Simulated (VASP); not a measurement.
A run of VASP 6.6.1 is set up as follows.

POSCAR

```
CsCl
1.0
    4.2211656600      0.0000000000      0.0000000000
    0.0000000000      4.2211656600      0.0000000000
    0.0000000000      0.0000000000      4.2211656600
Cs Cl
1 1
Direct
    0.0000000000      0.0000000000      0.0000000000
    0.5000000000      0.5000000000      0.5000000000
```

File INCAR.step1:

```
SYSTEM = CsCl
PREC     = Accurate       ! precision mode
ENCUT    = 550            ! plane-wave cutoff, eV
ISMEAR   = -1             ! smearing method
SIGMA    = 0.02           ! smearing width, eV
LREAL    = .False.        ! projectors in reciprocal space
LASPH    = .True.         ! aspherical terms in the spheres
NELM     = 120            ! most SCF steps
NBANDS   = 15             ! bands
GGA      = PE             ! functional
ALGO     = Normal         ! electronic algorithm
EDIFF    = 1E-5           ! SCF threshold, eV
LWAVE    = .True.         ! write WAVECAR
LCHARG   = .False.        ! write CHGCAR
GGA_COMPAT= .False.
```

The input INCAR.step2:

```
SYSTEM = CsCl
PREC     = Accurate       ! precision mode
ENCUT    = 550            ! plane-wave cutoff, eV
EDIFF    = 1E-6           ! SCF threshold, eV
ISMEAR   = -1             ! smearing method
SIGMA    = 0.02           ! smearing width, eV
LREAL    = .False.        ! projectors in reciprocal space
LASPH    = .True.         ! aspherical terms in the spheres
NELM     = 120            ! most SCF steps
ALGO     = Normal         ! electronic algorithm
ISIF     = 2              ! what is computed and relaxed
LWAVE    = .False.        ! write WAVECAR
LCHARG   = .False.        ! write CHGCAR
METAGGA  = R2SCAN         ! meta-GGA
LMIXTAU  = .True.       
NBANDS   = 15             ! bands
ISTART   = 1            
GGA_COMPAT= .False.
```

KPOINTS

```
regular mesh
0
Gamma
  8 8 8
  0 0 0
```

Potentials or basis: VASP PAW PBE potentials, release 64 (Cs_sv, Cl).

Run with:

```console
$ cat potpaw_PBE.64/Cs_sv/POTCAR potpaw_PBE.64/Cl/POTCAR > POTCAR
$ cp INCAR.step1 INCAR
$ mpirun -np 1 vasp_std > vasp.out
$ cp INCAR.step2 INCAR
$ mpirun -np 1 vasp_std > vasp.out
```

**Question.** Predict the pressure.

**Answer.** -0.9 GPa.

**Question.** Predict the band gap on the k mesh.

**Answer.** 5.72 eV.

Caveat: the PAW data sets were made with another functional, which shifts forces and pressure a little; spin-orbit coupling is left out, which moves the levels of the heavy elements. A k mesh can miss the band edges.
